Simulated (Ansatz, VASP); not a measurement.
This is a calculation of W for VASP 6.6.1.

Contents of POSCAR:

```
W
1.0
    2.7523058654      0.0000000000      0.0000000000
    0.0000000000      4.7645794866      0.0000000000
    0.0000000000      0.0000000000      4.8231832256
W
4
Direct
    0.7931720000      0.9368430000      0.7500000000
    0.2068280000      0.4368430000      0.7500000000
    0.2068280000      0.0631570000      0.2500000000
    0.7931720000      0.5631570000      0.2500000000
```

The input INCAR.step1:

```
PREC     = Accurate       # precision mode
ENCUT    = 520            # plane-wave cutoff, eV
ISMEAR   = -1             # smearing method
SIGMA    = 0.05           # smearing width, eV
LREAL    = F              # projectors in reciprocal space
LASPH    = T              # aspherical terms in the spheres
NELM     = 100            # most SCF steps
NBANDS   = 36             # bands
GGA      = PE             # functional
ALGO     = Normal         # electronic algorithm
EDIFF    = 1E-4           # SCF threshold, eV
LWAVE    = T              # write WAVECAR
LCHARG   = F              # write CHGCAR
```

The input INCAR.step2:

```
PREC     = Accurate       # precision mode
ENCUT    = 520            # plane-wave cutoff, eV
EDIFF    = 1E-6           # SCF threshold, eV
ISMEAR   = -1             # smearing method
SIGMA    = 0.05           # smearing width, eV
LREAL    = F              # projectors in reciprocal space
LASPH    = T              # aspherical terms in the spheres
NELM     = 100            # most SCF steps
ALGO     = Normal         # electronic algorithm
ISIF     = 2              # what is computed and relaxed
LWAVE    = F              # write WAVECAR
LCHARG   = F              # write CHGCAR
METAGGA  = R2SCAN         # meta-GGA
LMIXTAU  = T            
NBANDS   = 36             # bands
ISTART   = 1
```

The input KPOINTS:

```
Automatic mesh
0
Gamma
  9 6 6
```

Potentials or basis: VASP PAW PBE potentials, release 64 (W_sv).

Command:

```sh
$ cat potpaw_PBE.64/W_sv/POTCAR > POTCAR
$ cp INCAR.step1 INCAR
$ mpirun -np 1 vasp_std > vasp.out
$ cp INCAR.step2 INCAR
$ mpirun -np 1 vasp_std > vasp.out
```

Question: Translate it to Ansatz 0.2.0. Potentials there: Ansatz PAW.

Answer: As run (the cutoff follows the program's own potentials):

The input input.yaml:

```yaml
crystal:
  lattice:
    - [2.7523058654, 0.0, 0.0]
    - [0.0, 4.7645794866, 0.0]
    - [0.0, 0.0, 4.8231832256]
  atoms:
    - { symbol: W, position: [0.793172, 0.936843, 0.75] }
    - { symbol: W, position: [0.206828, 0.436843, 0.75] }
    - { symbol: W, position: [0.206828, 0.063157, 0.25] }
    - { symbol: W, position: [0.793172, 0.563157, 0.25] }
hamiltonian:
  xc: r2scan
  pseudopotentials: { kind: paw }
kpoints:
  mp_grid: { grid: [9, 6, 6] }
scf:
  occupations: { method: fermi_dirac, width: 0.05 }
output:
  forces: true
  stress: true
  eigenvalues: true
```

Potentials or basis: Ansatz PAW.

Command:

```bash
$ ansatz run input.yaml --threads 2 --pin off --max-ram 5632MiB --backend cpu --events-out ev --progress --plain --runs-dir out
```

Both were run:

|  | VASP | Ansatz | Ansatz less VASP |
| --- | --- | --- | --- |
| gap on the k mesh at the Fermi level (eV) | none | none | - |
| pressure (GPa) | 13.0 | 11.7 | -1.33 |
| traceless stress, the component that is largest in VASP (GPa) | 1.03 | 1.19 | +0.157 |
| rms of the force components (eV/Å) | 0.149 | 0.147 | -0.0015 |

VASP's potentials were made for PBE, not for r2SCAN. Atom by atom the forces differ by 0.004 eV/Å (rms over components). A gap of «none» marks a metal or a gap that the smearing closes.

Spin-orbit coupling is off throughout.
